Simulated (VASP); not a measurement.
# Zr12H (a cell with a defect) in VASP: further runs

The runs below take Zr12H (a cell with a defect) through single point, with PBE.

Everything below comes from runs of VASP 6.6.1. Logs are shortened: lines on timing, memory, paths and dates and some standing lists are left out, and cuts for length are marked.

## Step 1: The cell of the first run

The cell holds a defect, 13 atoms: a = 6.460 Å, b = 9.690 Å, c = 5.145 Å, α = 90.00°, β = 90.00°, γ = 120.00°.

## Step 2: Single point, PBE

File INCAR:

```
PREC = Accurate
ENCUT = 520
EDIFF = 1E-7
ISMEAR = 0
SIGMA = 0.05
LREAL = False
LASPH = True
NELM = 100
ALGO = Normal
ISIF = 2
LWAVE = False
LCHARG = True
GGA = PE
LELF = True
LVHAR = True
NBANDS = 84
```

File KPOINTS:

```
regular mesh
0
Gamma
  3 2 3
```

File POSCAR:

```
Zr12H
1.0
    6.4600000000      0.0000000000      0.0000000000
   -4.8450000000      8.3917860000      0.0000000000
    0.0000000000      0.0000000000      5.1453900000
Zr H
12 1
Direct
    0.0048455110      0.0082505679      0.0063829953
    0.1843352888      0.2269725420      0.4989001805
    0.0049672922      0.3293574217     -0.0019914914
    0.1550669050      0.5515542222      0.4973739600
   -0.0044832537      0.6701717608     -0.0042916086
    0.1636075384      0.8925989056      0.4991196003
    0.4852794223      0.0030658551     -0.0006823584
    0.6803155100      0.2183356439      0.4947815423
    0.5208910229      0.3373265238     -0.0040739380
    0.6666677783      0.5560459955      0.4969438663
    0.4863285777      0.6524719529      0.0019916858
    0.6583398148      0.8867963268      0.5035750448
    0.6565388447      0.8848016382      0.9660089906
```

Potentials or basis: VASP PAW PBE potentials, release 64 (Zr_sv, H).

Launch:

```console
> cat potpaw_PBE.64/Zr_sv/POTCAR potpaw_PBE.64/H/POTCAR > POTCAR
> mpirun -np 1 vasp_std > vasp.out
```

OUTCAR:

```text
PREC = Accurate
   ENCUT = 520
   EDIFF = 1E-7
   ISMEAR = 0
   LREAL = False
   LASPH = True
   NELM = 100
   ISIF = 2
   GGA = PE

 ion  position               nearest neighbor table
   1  0.005  0.008  0.006-  13 1.96   3 3.11   7 3.13   2 3.13   6 3.14   2 3.19   6 3.20  12 3.21
                            12 3.23   5 3.25   9 3.26   7 3.33  11 3.40
   2  0.184  0.227  0.499-   1 3.13  10 3.15   3 3.17   6 3.18   9 3.18   3 3.18   1 3.19   9 3.20
                             8 3.22   4 3.24   8 3.25  12 3.35
   3  0.005  0.329  0.998-   1 3.11  11 3.12   8 3.14   8 3.16   9 3.17   2 3.17   4 3.18   2 3.18
                             4 3.18   7 3.26   9 3.29   5 3.33
   4  0.155  0.552  0.497-   8 3.15  11 3.15   3 3.18  10 3.18   3 3.18   5 3.18  11 3.19   5 3.20
                             2 3.24  12 3.25   6 3.28  10 3.28
   5  0.996  0.670  0.996-   9 3.15  10 3.16   6 3.16  10 3.17   4 3.18   6 3.19   7 3.20   4 3.20
                            11 3.21   1 3.25  11 3.26   3 3.33
   6  0.164  0.893  0.499-   7 3.14   7 3.14   1 3.14   5 3.16   2 3.18   5 3.19   1 3.20  12 3.22
                            10 3.24  12 3.24   8 3.25   4 3.28
   7  0.485  0.003  0.999-  13 1.96   1 3.13   9 3.13   8 3.13   6 3.14   6 3.14   8 3.17   5 3.20
                            12 3.21  12 3.24   3 3.26   1 3.33  11 3.40
   8  0.680  0.218  0.495-   7 3.13   3 3.14  12 3.14   4 3.15   3 3.16   7 3.17   9 3.19   9 3.20
                             2 3.22   2 3.25   6 3.25  10 3.32
   9  0.521  0.337  0.996-   7 3.13   5 3.15  10 3.16   3 3.17  10 3.17  11 3.17   2 3.18   8 3.19
                             8 3.20   2 3.20   1 3.26   3 3.29
  10  0.667  0.556  0.497-  11 3.13   2 3.15   5 3.16   9 3.16   9 3.17   5 3.17  11 3.17   4 3.18
                            12 3.23   6 3.24   4 3.28   8 3.32
  11  0.486  0.652  0.002-  13 1.96   3 3.12  10 3.13   4 3.15   9 3.17  10 3.17   4 3.19   5 3.21
                            12 3.23  12 3.24   5 3.26   1 3.40   7 3.40
  12  0.658  0.887  0.504-  13 2.38   8 3.14   7 3.21   1 3.21   6 3.22  11 3.23  10 3.23   1 3.23
                             6 3.24   7 3.24  11 3.24   4 3.25   2 3.35
  13  0.657  0.885  0.966-   7 1.96  11 1.96   1 1.96  12 2.38

  LATTYP: Found a simple monoclinic cell.
 ALAT       =     6.4600000000
 B/A-ratio  =     0.7965000000
 C/A-ratio  =     1.3228756308
 COS(beta)  =    -0.1889822400

  Lattice vectors:

 A1 = (   6.4600000000,   0.0000000000,   0.0000000000)
 A2 = (   0.0000000000,   0.0000000000,   5.1453900000)
 A3 = (  -1.6150000000,  -8.3917860000,   0.0000000000)

Analysis of symmetry for initial positions (statically):
=====================================================================
 Subroutine PRICEL returns:
 Original cell was already a primitive cell.

 Routine SETGRP: Setting up the symmetry group for a
 simple monoclinic supercell.

 Subroutine GETGRP returns: Found  1 space group operations
 (whereof  1 operations were pure point group operations)
 out of a pool of  4 trial point group operations.

The static configuration has the point symmetry C_1 .

Analysis of symmetry for dynamics (positions and initial velocities):
=====================================================================
 Subroutine PRICEL returns:
 Original cell was already a primitive cell.

 Routine SETGRP: Setting up the symmetry group for a
 simple monoclinic supercell.

 Subroutine GETGRP returns: Found  1 space group operations
 (whereof  1 operations were pure point group operations)
 out of a pool of  4 trial point group operations.

The dynamic configuration has the point symmetry C_1 .

 Subroutine INISYM returns: Found  1 space group operations
 (whereof  1 operations are pure point group operations),
 and found     1 'primitive' translations

----------------------------------------------------------------------------------------

                                     Primitive cell

  volume of cell :     278.9364

  direct lattice vectors                    reciprocal lattice vectors
     6.460000000  0.000000000  0.000000000     0.154798762  0.089373108  0.000000000
    -4.845000000  8.391786000  0.000000000     0.000000000  0.119164145  0.000000000
     0.000000000  0.000000000  5.145390000     0.000000000  0.000000000  0.194348728

  length of vectors
     6.460000000  9.689999859  5.145390000     0.178746214  0.119164145  0.194348728

[... 68 lines left out ...]
|                                                                             |
 -----------------------------------------------------------------------------

 Subroutine IBZKPT returns following result:
 ===========================================

 Found     10 irreducible k-points:

 Following reciprocal coordinates:
            Coordinates               Weight
  0.000000  0.000000  0.000000      1.000000
  0.333333  0.000000  0.000000      2.000000
  0.000000  0.500000  0.000000      1.000000
  0.333333  0.500000  0.000000      2.000000
  0.000000  0.000000  0.333333      2.000000
  0.333333  0.000000  0.333333      2.000000
 -0.333333  0.000000  0.333333      2.000000
  0.000000  0.500000  0.333333      2.000000
  0.333333  0.500000  0.333333      2.000000
 -0.333333  0.500000  0.333333      2.000000
   k-points           NKPTS =     10   k-points in BZ     NKDIM =     10   number of bands    NBANDS=     84
   number of dos      NEDOS =    301   number of ions     NIONS =     13
   total plane-waves  NPLWV = 138240
   dimension x,y,z NGX =    48 NGY =   72 NGZ =   40
   dimension x,y,z NGXF=    96 NGYF=  144 NGZF=   80
   ions per type =              12   1
   NGX,Y,Z   is equivalent  to a cutoff of  12.35, 12.35, 12.92 a.u.
   NGXF,Y,Z  is equivalent  to a cutoff of  24.71, 24.71, 25.85 a.u.
 SYSTEM =  unknown system
   PREC   = accura    normal or accurate (medium, high low for compatibility)
   ISTART =      0    job   : 0-new  1-cont  2-samecut
   ICHARG =      2    charge: 1-file 2-atom 10-const
   ISPIN  =      1    spin polarized calculation?
   LNONCOLLINEAR =      F non collinear calculations
   LSORBIT =      F    spin-orbit coupling
   LASPH  =      T    aspherical Exc in radial PAW
   ENCUT  =  520.0 eV  38.22 Ry    6.18 a.u.  12.01 18.02  9.57*2*pi/ulx,y,z
   NELM   =    100;   NELMIN=  2; NELMDL= -5     # of ELM steps
   EDIFF  = 0.1E-06   stopping-criterion for ELM
   LREAL  =      F    real-space projection
   EDIFFG = 0.1E-05   stopping-criterion for IOM
   NSW    =      0    number of steps for IOM
   IBRION =     -1    ionic relax: 0-MD 1-quasi-New 2-CG
   NFREE  =      0    steps in history (QN), initial steepest desc. (CG)
   ISIF   =      2    stress and relaxation
   ISYM   =      2    0-nonsym 1-usesym 2-fastsym
   POTIM  = 0.5000    time-step for ionic-motion
   TEBEG  =    0.0;   TEEND  =   0.0 temperature during run
   PSTRESS=    0.0 pullay stress
   NELECT =     145.0000    total number of electrons
   NUPDOWN=      -1.0000    fix difference up-down
   EMIN   =  10.00;   EMAX   =-10.00  energy-range for DOS
   EFERMI =   0.00;   METHOD = LEGACY
   ISMEAR =     0;   SIGMA  =   0.05  broadening in eV -4-tet -1-fermi 0-gaus
   EFERMI_NEDOS =   21; number of points for ismear=-14 and -15
   IALGO  =     38    algorithm
   IMIX   =      4    mixing-type and parameters
     AMIX     =   0.40;   BMIX     =  1.00
     AMIX_MAG =   1.60;   BMIX_MAG =  1.00
  volume/ion in A,a.u.               =      21.46       144.80
  Fermi-wavevector in a.u.,A,eV,Ry     =   1.316323  2.487490 23.574895  1.732706
  Thomas-Fermi vector in A             =   2.446443
   LORBIT       =      0    0 simple, 1 ext, 2 COOP (PROOUT), +10 PAW based schemes
   GGA     = PE    functional components
   LHFCALC =     F    Hartree Fock is set to
   AEXX    =    0.0000 exact exchange contribution
   IVDW    =     0    specifies the selected vdW correction
   LEPSILON=     F    determine dielectric tensor
   LRPA    =     F    only Hartree local field effects (RPA)
 non-spin polarized calculation
 Gauss-broadening in eV      SIGMA  =   0.05
  energy-cutoff  :      520.00
  volume of cell :      278.94
 maximum number of plane-waves:      7545
   NGX = 25   NGY = 37   NGZ = 19

 number of electron     144.9999999 magnetization

 Free energy of the ion-electron system (eV)
  ---------------------------------------------------
  ext. energy  EPLUGINS =         0.00000000
  ---------------------------------------------------
  free energy    TOTEN  =      -105.59361783 eV

  energy without entropy =     -105.56713850  energy(sigma->0) =     -105.58037816

 E-fermi :   9.0275     XC(G=0): -11.1276

 val. band max:        9.0202959116   @ k =   0.0000   0.5000   0.0000
 cond. band min:       9.0426645259   @ k =  -0.3333   0.0000   0.3333
 fundamental gap:      0.0223686143
 Fermi energy:         9.0275038843

 k-point     1 :       0.0000    0.0000    0.0000
  band No.  band energies     occupation
      1     -39.8384      2.00000
      2     -39.7366      2.00000
      3     -39.6716      2.00000
      4     -39.6529      2.00000
      5     -39.6282      2.00000
      6     -39.6127      2.00000
[... 859 lines left out ...]
     83       9.7252      0.00000
     84      10.0385      0.00000

------------------------ aborting loop because EDIFF is reached ----------------------------------------

  FORCE on cell =-STRESS in cart. coord.  units (eV):
  Direction    XX          YY          ZZ          XY          YZ          ZX
  --------------------------------------------------------------------------------------
  -------------------------------------------------------------------------------------
  Total        4.6709883      5.1053904      1.4832944     -0.0328503     -0.1084587     -0.1185189
  in kB       26.8295967     29.3247502      8.5198652     -0.1886884     -0.6229736     -0.6807581
  external PRESSURE =      21.5580707 kB  Pullay stress =       0.0000000 kB

 VOLUME and BASIS-vectors are now :
 -----------------------------------------------------------------------------
  energy-cutoff  :      520.00
  volume of cell :      278.94
      direct lattice vectors                 reciprocal lattice vectors
     6.460000000  0.000000000  0.000000000     0.154798762  0.089373108  0.000000000
    -4.845000000  8.391786000  0.000000000     0.000000000  0.119164145  0.000000000
     0.000000000  0.000000000  5.145390000     0.000000000  0.000000000  0.194348728

 POSITION                                       TOTAL-FORCE (eV/Angst)
 -----------------------------------------------------------------------------------
     -0.00867      0.06924      0.03284        -0.013453     -0.001164      0.035417
      0.09112      1.90471      2.56704        -0.001324      0.001980     -0.018853
     -1.56365      2.76390      5.13514         0.002363      0.002275     -0.009816
     -1.67055      4.62853      2.55918         0.022561      0.023309      0.006995
      3.18406      5.62394      5.12331         0.009762     -0.006651     -0.001872
     -3.26774      7.49050      2.56817        -0.000776     -0.002205      0.008977
      3.12005      0.02573      5.14188         0.001208     -0.007605      0.073631
      3.33700      1.83223      2.54584        -0.025955      0.011863      0.015013
      1.73061      2.83077      5.12443        -0.001534     -0.004215     -0.000144
      1.61263      4.66622      2.55697        -0.002326     -0.014302      0.018785
     -0.01954      5.47540      0.01025         0.009420      0.005806      0.074565
     -0.04365      7.44181      2.59109         0.001585     -0.022921      0.120866
     -0.04562      7.42507      4.97049        -0.001531      0.013830     -0.323565
 -----------------------------------------------------------------------------------
    total drift:                               -0.000036      0.000009      0.000025

  FREE ENERGIE OF THE ION-ELECTRON SYSTEM (eV)
  ---------------------------------------------------
  free  energy   TOTEN  =      -105.5936178290 eV

  energy  without entropy=     -105.5671384974  energy(sigma->0) =     -105.58037816
```

It took 8.1 min on 1 thread of Oxide Virtual Turin-like, shared host; peak memory 0.39 GiB.

Results:

| Property | Result |
| --- | --- |
| Free energy | -105.5936 eV |
| Pressure | 2.2 GPa |
| Largest force | 0.324 eV/Å |
| Band gap on the k mesh | zero (an odd number of electrons rules out a gap without spin polarisation) |

Forces in eV/Å, atoms in the order of the input:
```
Zr  -0.013 -0.001  0.035
Zr  -0.001  0.002 -0.019
Zr   0.002  0.002 -0.010
Zr   0.023  0.023  0.007
Zr   0.010 -0.007 -0.002
Zr  -0.001 -0.002  0.009
Zr   0.001 -0.008  0.074
Zr  -0.026  0.012  0.015
Zr  -0.002 -0.004  0.000
Zr  -0.002 -0.014  0.019
Zr   0.009  0.006  0.075
Zr   0.002 -0.023  0.121
H   -0.002  0.014 -0.324
```

Stress tensor (GPa, compression positive):
```
 2.68 -0.02 -0.07
-0.02  2.93 -0.06
-0.07 -0.06  0.85
```

Caveat: the k points lie up to 0.41 Å⁻¹ apart, too coarse for converged energies and pressures of a metal.

(Continued in part 2 of 2.)

The gap in the log of VASP goes by the Fermi energy; the results here count the filled bands.